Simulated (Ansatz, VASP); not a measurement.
This is a calculation of Si2W for VASP 6.6.1.

File INCAR:

```
SYSTEM = Si2W
PREC = Accurate
ENCUT = 520
EDIFF = 1E-6
ISMEAR = -1
SIGMA = 0.05
LREAL = .FALSE.
LASPH = .TRUE.
NELM = 60
ALGO = Normal
ISIF = 2
LWAVE = .FALSE.
LCHARG = .FALSE.
GGA = CA
NBANDS = 18
```

Contents of KPOINTS:

```
Automatic mesh
0
G
  12 12 12
  0 0 0
```

File POSCAR:

```
Si2W
1.0
   -1.5851824729      1.5851824729      3.8620387842
    1.5851824729     -1.5851824729      3.8620387842
    1.5851824729      1.5851824729     -3.8620387842
W Si
1 2
Direct
    0.0000000000      0.0000000000      0.0000000000
    0.6653000000      0.6653000000      0.0000000000
    0.3347000000      0.3347000000      0.0000000000
```

Potentials or basis: VASP PAW LDA potentials, release 64 (W_sv, Si).

The run is started by

```sh
$ cat potpaw_LDA.64/W_sv/POTCAR potpaw_LDA.64/Si/POTCAR > POTCAR
$ mpirun -np 1 vasp_std > vasp.out
```

Problem. Set up the same calculation for Ansatz 0.2.0. Potentials there: Ansatz PAW.

Solution. As run (the cutoff follows the program's own potentials):

File input.yaml:

```yaml
crystal:
  lattice:
    - [-1.5851824729, 1.5851824729, 3.8620387842]
    - [1.5851824729, -1.5851824729, 3.8620387842]
    - [1.5851824729, 1.5851824729, -3.8620387842]
  atoms:
    - { symbol: W, position: [0.0, 0.0, 0.0] }
    - { symbol: Si, position: [0.6653, 0.6653, 0.0] }
    - { symbol: Si, position: [0.3347, 0.3347, 0.0] }
hamiltonian:
  xc: lda
  pseudopotentials: { kind: paw }
kpoints:
  mp_grid: { grid: [12, 12, 12] }
scf:
  occupations: { method: fermi_dirac, width: 0.05 }
output:
  forces: true
  stress: true
  eigenvalues: true
```

Potentials or basis: Ansatz PAW.

The run is started by

```bash
$ ansatz run input.yaml --threads 2 --pin off --max-ram 5632MiB --backend cpu --events-out ev --progress --plain --runs-dir out
```

Both were run:

|  | VASP | Ansatz | Ansatz less VASP |
| --- | --- | --- | --- |
| gap on the k mesh at the Fermi level (eV) | none | none | - |
| pressure (GPa) | 4.8 | 3.9 | -0.84 |
| traceless stress, the component that is largest in VASP (GPa) | 0.89 | 0.86 | -0.032 |
| rms of the force components (eV/Å) | 0.035 | 0.028 | -0.0064 |

LDA's correlation is that of Perdew and Zunger in VASP and of Perdew and Wang (1992) in Ansatz. Atom by atom the forces differ by 0.006 eV/Å (rms over components). A gap of «none» marks a metal or a gap that the smearing closes.

Neither program's run includes spin-orbit coupling.
